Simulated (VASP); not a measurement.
# BaS in VASP: a series of runs

BaS is run at these levels: PBE, r2SCAN; tasks: relaxation of cell and atoms, single point, relaxation of shape and atoms at fixed volume.

All numbers are computed with VASP 6.6.1; they aren't measurements. Logs are shortened: lines on timing, memory, paths and dates and some standing lists are left out, and cuts for length are marked.

### Step 1. The cell of the first run

The structure is hexagonal, space group P-6m2 (No. 187). Conventional cell: a = 4.233 Å, b = 4.233 Å, c = 4.131 Å, α = 90.00°, β = 90.00°, γ = 120.00°. Ba (site symmetry -6m2) has 6 S at 3.20 Å and 2 Ba at 4.13 Å within 4.2 Å. S (site symmetry -6m2) has 6 Ba at 3.20 Å and 2 S at 4.13 Å within 4.2 Å.

### Step 2. Relaxation of cell and atoms, PBE

INCAR reads:

```
SYSTEM = BaS
PREC = Accurate
ENCUT = 600
EDIFF = 1E-6
ISMEAR = 0
SIGMA = 0.05
LREAL = .False.
LASPH = .True.
NELM = 80
ALGO = Normal
ISIF = 3
LWAVE = .False.
LCHARG = .False.
GGA = PE
IBRION = 2
NSW = 80
EDIFFG = -0.03
```

KPOINTS reads:

```
regular mesh
0
Gamma
  6 6 6
  0 0 0
```

POSCAR reads:

```
BaS
1.0
    4.2331110366      0.0000000000      0.0000000000
   -2.1165555183      3.6659816947      0.0000000000
    0.0000000000      0.0000000000      4.1313066459
Ba S
1 1
Direct
    0.0000000000      0.0000000000      0.0000000000
    0.6666666667      0.3333333333      0.5000000000
```

Potentials or basis: VASP PAW PBE potentials, release 64 (Ba_sv, S).

Run with:

```sh
$ cat potpaw_PBE.64/Ba_sv/POTCAR potpaw_PBE.64/S/POTCAR > POTCAR
$ mpirun -np 1 vasp_std > vasp.out
```

OUTCAR:

```text
SYSTEM = BaS
   PREC = Accurate
   ENCUT = 600
   EDIFF = 1E-6
   ISMEAR = 0
   LREAL = .False.
   LASPH = .True.
   NELM = 80
   ISIF = 3
   GGA = PE
   IBRION = 2
   NSW = 80
   EDIFFG = -0.03

 ion  position               nearest neighbor table
   1  0.000  0.000  0.000-   2 3.20   2 3.20   2 3.20   2 3.20   2 3.20   2 3.20
   2  0.667  0.333  0.500-   1 3.20   1 3.20   1 3.20   1 3.20   1 3.20   1 3.20

  LATTYP: Found a hexagonal cell.
 ALAT       =     4.2331110366
 C/A-ratio  =     0.9759504559

  Lattice vectors:

 A1 = (   4.2331110366,   0.0000000000,   0.0000000000)
 A2 = (  -2.1165555183,   3.6659816947,   0.0000000000)
 A3 = (   0.0000000000,   0.0000000000,   4.1313066459)

Analysis of symmetry for initial positions (statically):
=====================================================================
 Subroutine PRICEL returns:
 Original cell was already a primitive cell.

 Routine SETGRP: Setting up the symmetry group for a
 hexagonal supercell.

 Subroutine GETGRP returns: Found 12 space group operations
 (whereof 12 operations were pure point group operations)
 out of a pool of 24 trial point group operations.

The static configuration has the point symmetry D_3h.

Analysis of symmetry for dynamics (positions and initial velocities):
=====================================================================
 Subroutine PRICEL returns:
 Original cell was already a primitive cell.

 Routine SETGRP: Setting up the symmetry group for a
 hexagonal supercell.

 Subroutine GETGRP returns: Found 12 space group operations
 (whereof 12 operations were pure point group operations)
 out of a pool of 24 trial point group operations.

The dynamic configuration has the point symmetry D_3h.

 Subroutine INISYM returns: Found 12 space group operations
 (whereof 12 operations are pure point group operations),
 and found     1 'primitive' translations

----------------------------------------------------------------------------------------

                                     Primitive cell

  volume of cell :      64.1117

  direct lattice vectors                    reciprocal lattice vectors
     4.233111037  0.000000000  0.000000000     0.236232877  0.136389115  0.000000000
    -2.116555518  3.665981695  0.000000000     0.000000000  0.272778231  0.000000000
     0.000000000  0.000000000  4.131306646     0.000000000  0.000000000  0.242054170

  length of vectors
     4.233111037  4.233111037  4.131306646     0.272778231  0.272778231  0.242054170

  position of ions in fractional coordinates (direct lattice)
     0.000000000  0.000000000  0.000000000
     0.666666667  0.333333333  0.500000000

  ion indices of the primitive-cell ions
   primitive index   ion index
                 1           1
                 2           2

----------------------------------------------------------------------------------------

 KPOINTS: regular mesh

Automatic generation of k-mesh.
 Grid dimensions read from file:
 generate k-points for:    6    6    6

 Generating k-lattice:

  Cartesian coordinates                     Fractional coordinates (reciprocal lattice)
     0.039372146  0.022731519  0.000000000     0.166666667  0.000000000  0.000000000
     0.000000000  0.045463038  0.000000000     0.000000000  0.166666667  0.000000000
     0.000000000  0.000000000  0.040342362     0.000000000  0.000000000  0.166666667

  Length of vectors
     0.045463038  0.045463038  0.040342362

  Shift w.r.t. Gamma in fractional coordinates (k-lattice)
     0.000000000  0.000000000  0.000000000

 Subroutine IBZKPT returns following result:
 ===========================================

 Found     28 irreducible k-points:

 Following reciprocal coordinates:
            Coordinates               Weight
  0.000000  0.000000  0.000000      1.000000
  0.166667  0.000000  0.000000      6.000000
  0.333333 -0.000000  0.000000      6.000000
  0.500000  0.000000  0.000000      3.000000
  0.166667  0.166667  0.000000      6.000000
  0.333333  0.166667  0.000000     12.000000
[... 16 lines left out ...]
  0.166667  0.000000  0.500000      6.000000
  0.333333 -0.000000  0.500000      6.000000
 [... further k-points ...]
   k-points           NKPTS =     28   k-points in BZ     NKDIM =     28   number of bands    NBANDS=     12
   number of dos      NEDOS =    301   number of ions     NIONS =      2
   total plane-waves  NPLWV =  46656
   dimension x,y,z NGX =    36 NGY =   36 NGZ =   36
   dimension x,y,z NGXF=    72 NGYF=   72 NGZF=   72
   ions per type =               1   1
   NGX,Y,Z   is equivalent  to a cutoff of  14.14, 14.14, 14.49 a.u.
   NGXF,Y,Z  is equivalent  to a cutoff of  28.28, 28.28, 28.97 a.u.
 SYSTEM =  BaS
   PREC   = accura    normal or accurate (medium, high low for compatibility)
   ISTART =      0    job   : 0-new  1-cont  2-samecut
   ICHARG =      2    charge: 1-file 2-atom 10-const
   ISPIN  =      1    spin polarized calculation?
   LNONCOLLINEAR =      F non collinear calculations
   LSORBIT =      F    spin-orbit coupling
   LASPH  =      T    aspherical Exc in radial PAW
   ENCUT  =  600.0 eV  44.10 Ry    6.64 a.u.   8.45  8.45  8.25*2*pi/ulx,y,z
   NELM   =     80;   NELMIN=  2; NELMDL= -5     # of ELM steps
   EDIFF  = 0.1E-05   stopping-criterion for ELM
   LREAL  =      F    real-space projection
   EDIFFG = -.3E-01   stopping-criterion for IOM
   NSW    =     80    number of steps for IOM
   IBRION =      2    ionic relax: 0-MD 1-quasi-New 2-CG
   NFREE  =      1    steps in history (QN), initial steepest desc. (CG)
   ISIF   =      3    stress and relaxation
   ISYM   =      2    0-nonsym 1-usesym 2-fastsym
   POTIM  = 0.5000    time-step for ionic-motion
   TEBEG  =    0.0;   TEEND  =   0.0 temperature during run
   PSTRESS=    0.0 pullay stress
   NELECT =      16.0000    total number of electrons
   NUPDOWN=      -1.0000    fix difference up-down
   EMIN   =  10.00;   EMAX   =-10.00  energy-range for DOS
   EFERMI =   0.00;   METHOD = LEGACY
   ISMEAR =     0;   SIGMA  =   0.05  broadening in eV -4-tet -1-fermi 0-gaus
   EFERMI_NEDOS =   21; number of points for ismear=-14 and -15
   IALGO  =     38    algorithm
   IMIX   =      4    mixing-type and parameters
     AMIX     =   0.40;   BMIX     =  1.00
     AMIX_MAG =   1.60;   BMIX_MAG =  1.00
  volume/ion in A,a.u.               =      32.06       216.32
  Fermi-wavevector in a.u.,A,eV,Ry     =   1.030708  1.947756 14.454275  1.062359
  Thomas-Fermi vector in A             =   2.164820
   LORBIT       =      0    0 simple, 1 ext, 2 COOP (PROOUT), +10 PAW based schemes
   GGA     = PE    functional components
   LHFCALC =     F    Hartree Fock is set to
   AEXX    =    0.0000 exact exchange contribution
   IVDW    =     0    specifies the selected vdW correction
   LEPSILON=     F    determine dielectric tensor
   LRPA    =     F    only Hartree local field effects (RPA)
 conjugate gradient relaxation of ions
 non-spin polarized calculation
 Gauss-broadening in eV      SIGMA  =   0.05
  energy-cutoff  :      600.00
  volume of cell :       64.11
 maximum number of plane-waves:      2176
 NGX is ok and might be reduce to    36
   NGX = 17   NGY = 17   NGZ = 17

--------------------------------------- Ionic step        1  -------------------------------------------

 number of electron      16.0000000 magnetization

 Free energy of the ion-electron system (eV)
  ---------------------------------------------------
  ext. energy  EPLUGINS =         0.00000000
  ---------------------------------------------------
  free energy    TOTEN  =        -9.85784523 eV

  energy without entropy =       -9.85784523  energy(sigma->0) =       -9.85784523

------------------------ aborting loop because EDIFF is reached ----------------------------------------

  FORCE on cell =-STRESS in cart. coord.  units (eV):
  Direction    XX          YY          ZZ          XY          YZ          ZX
  --------------------------------------------------------------------------------------
  -------------------------------------------------------------------------------------
  Total        1.1704061      1.1704061     -0.9836148      0.0000000      0.0000000      0.0000000
  in kB       29.2489158     29.2489158    -24.5809271      0.0000000      0.0000000      0.0000000
  external PRESSURE =      11.3056349 kB  Pullay stress =       0.0000000 kB
[... 57 lines left out ...]
  energy  without entropy=       -9.9128167272  energy(sigma->0) =       -9.91281673

--------------------------------------- Ionic step        3  -------------------------------------------

 number of electron      15.9999999 magnetization

 Free energy of the ion-electron system (eV)
  ---------------------------------------------------
  ext. energy  EPLUGINS =         0.00000000
  ---------------------------------------------------
  free energy    TOTEN  =        -9.91601593 eV

  energy without entropy =       -9.91601593  energy(sigma->0) =       -9.91601593

 E-fermi :   1.9756     XC(G=0):  -8.4958

 val. band max:        1.7479907955   @ k =   0.0000   0.0000   0.0000
 cond. band min:       3.7405928090   @ k =   0.0000   0.0000   0.0000
 fundamental gap:      1.9926020134
 Fermi energy:         1.9756274081

 k-point     1 :       0.0000    0.0000    0.0000
  band No.  band energies     occupation
      1     -25.0008      2.00000
      2     -10.0592      2.00000
      3     -10.0592      2.00000
      4      -9.9136      2.00000
      5      -8.9151      2.00000
      6       0.9760      2.00000
      7       0.9760      2.00000
      8       1.7480      2.00000
      9       3.7406      0.00000
     10       4.7477      0.00000
     11       7.2293      0.00000
     12       7.2293      0.00000
[... 331 lines left out ...]
 k-point    24 :       0.3333   -0.0000    0.5000
  band No.  band energies     occupation
      1     -24.9169      2.00000
      2     -10.7545      2.00000
      3     -10.3259      2.00000
      4     -10.0480      2.00000
      5      -8.3185      2.00000
      6       0.0146      2.00000
      7       0.6640      2.00000
      8       0.6915      2.00000
      9       4.9684      0.00000
     10       6.2742      0.00000
     11       7.3049      0.00000
     12       8.1449      0.00000

 [... further k-points ...]
[... 5 lines left out ...]
  --------------------------------------------------------------------------------------
  -------------------------------------------------------------------------------------
  Total       -0.0327731     -0.0327731     -0.0440411      0.0000000      0.0000000      0.0000000
  in kB       -0.7858246     -0.7858246     -1.0560046      0.0000000      0.0000000      0.0000000
  external PRESSURE =      -0.8758846 kB  Pullay stress =       0.0000000 kB
[... 17 lines left out ...]
  FREE ENERGIE OF THE ION-ELECTRON SYSTEM (eV)
  ---------------------------------------------------
  free  energy   TOTEN  =        -9.9160159342 eV

  energy  without entropy=       -9.9160159342  energy(sigma->0) =       -9.91601593

 reached required accuracy - stopping structural energy minimisation
```

Run time: 22 s. Hardware: 1 thread of Intel Xeon 6975P-C (Granite Rapids), shared host; peak memory 0.22 GiB.

What came out:

```yaml
Free_energy: -9.9160 eV
Relaxed_volume: 33.41 Å³/atom
Relaxed_cell: a = 4.391 Å, b = 4.391 Å, c = 4.002 Å, α = 90.00°, β = 90.00°, γ = 120.00°
Space_group_after_relaxing_to_0.05_Å: P-6m2 (No. 187)
Energy_gained_by_relaxing: 29.1 meV/atom
Ionic_steps: 3
Pressure_after_relaxing: -0.1 GPa
Band_gap_on_the_k_mesh: 1.99 eV, direct
```

Step by step:
```tsv
step	energy change (eV)	largest force (eV/Å)	pressure (GPa)	volume (Å³)
1	0.0000	0.0000	1.13	64.11
2	-0.0550	0.0000	0.20	66.17
3	-0.0582	0.0000	-0.09	66.82
```

Final structure:
```
Ba S
1.0
     4.39090    0.00000    0.00000
    -2.19545    3.80263    0.00000
     0.00000    0.00000    4.00189
Ba S
1 1
Cartesian
  0.0000 0.0000 0.0000
  2.1954 1.2675 2.0009
```

Levels at points of the mesh, in eV from the valence-band top:
```
           k point  band 5  band 6  band 7  band 8  band 9  band 10  band 11  band 12
(0.00, 0.00, 0.00)  -10.66   -0.77   -0.77    0.00    1.99     3.00     5.48     5.48
(0.50, 0.00, 0.00)   -9.81   -1.95   -0.63   -0.42    2.20     5.25     5.70     6.38
(0.00, 0.00, 0.50)   -9.51   -2.35   -0.63   -0.63    3.86     3.86     4.76     4.97
(0.50, 0.00, 0.50)  -10.29   -1.61   -1.21   -1.21    3.56     4.85     6.73     7.09
```

Caveat: spin-orbit coupling is left out, which moves the levels of the heavy elements. A hybrid or GW would open this gap; PBE tends to underestimate it.

[end of part 1 of 2]
